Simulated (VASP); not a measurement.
## CoW3: single point with PBE

CoW3:

```xyz
4
Lattice="3.8276 0.0000 0.0000 0.0000 3.8276 0.0000 0.0000 0.0000 3.8276" Properties=species:S:1:pos:R:3 pbc="T T T"
W     1.9138    1.9138    0.0000
W     1.9138    0.0000    1.9138
W     0.0000    1.9138    1.9138
Co    0.0000    0.0000    0.0000
```

| Property | Result |
| --- | --- |
| Program | VASP 6.6.1 |
| Task | single point |
| Functional | PBE |
| Potentials or basis | VASP PAW PBE potentials, release 64 (W_sv, Co_sv) |
| Cutoff | 690 eV |
| k mesh | 7 × 7 × 7 |
| Occupations | fermi-dirac, width 0.05 eV |
| Spin | collinear spin, ferromagnetic start |
| Starting moments | [0.0, 0.0, 0.0, 2.0] μB |

```yaml
Pressure: 17.8 GPa
Net_moment: 0.00 μB per cell
Valence_electrons_inside_the_program's_atomic_spheres: W 12.22; Co 15.11
```

Levels at points of the mesh, in eV from the Fermi level:
Spin up:
| k point | band 25 | band 26 | band 27 | band 28 | band 29 | band 30 | band 31 | band 32 | band 33 | band 34 |
| --- | --- | --- | --- | --- | --- | --- | --- | --- | --- | --- |
| (0.00, 0.00, 0.00) | -1.20 | -1.20 | 0.39 | 0.39 | 3.06 | 3.06 | 3.06 | 3.22 | 3.22 | 3.22 |
Spin down:
```
           k point  band 25  band 26  band 27  band 28  band 29  band 30  band 31  band 32  band 33  band 34
(0.00, 0.00, 0.00)    -1.21    -1.21     0.39     0.39     3.06     3.06     3.06     3.22     3.22     3.22
```

Wall time 3.2 min on 1 thread of Intel(R) Xeon(R) Platinum 8259CL CPU @ 2.50GHz (Skylake/Cascade Lake), on a shared host, peak memory 0.3 GiB.

Caveat: the cell stands under pressure; the moments typed at the start vanished in this run; spin-orbit coupling is left out, which moves the levels of the heavy elements.
